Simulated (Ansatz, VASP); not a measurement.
One calculation of MnS, two programs

```
Mn S
1.0
     0.00000    2.52198    2.52198
     2.52198    0.00000    2.52198
     2.52198    2.52198    0.00000
Mn S
1 1
Direct
  0.00000 0.00000 0.00000
  0.75000 0.75000 0.75000
```

Alike in both runs: task single point; functional r2SCAN; k mesh 9 × 9 × 9; occupations fermi-dirac, width 0.05 eV; collinear spin.

|  | VASP | Ansatz |
| --- | --- | --- |
| version | VASP 6.6.1 | Ansatz 0.2.0 |
| potentials or method | VASP PAW PBE potentials, release 64 (Mn_pv, S) | Ansatz PAW |
| plane-wave cutoff (eV) | 520 | 500 |
| valence electrons in the cell | 19 | 21 |

|  | VASP | Ansatz | Ansatz less VASP |
| --- | --- | --- | --- |
| gap on the k mesh at the Fermi level (eV) | none | none | - |
| pressure (GPa) | -5.1 | 28.4 | +33.49 |
| net moment per atom (μB) | 0.45 | 2.06 | +1.610 |
| size of the moment on the site where the two differ most (μB) | 0.92 | 3.48 | +2.556 |

The net moments are unlike, so the other rows may belong to different states. VASP's potentials were made for PBE, not for r2SCAN. Site moments also hang on the region over which each program counts them. A gap of «none» marks a metal or a gap that the smearing closes. VASP's potentials hold 19 valence electrons a cell and Ansatz's 21, so a difference there can come from the potentials and not from the codes.

Noted on Ansatz's run: the magnetic or orbital state may not be the lowest.
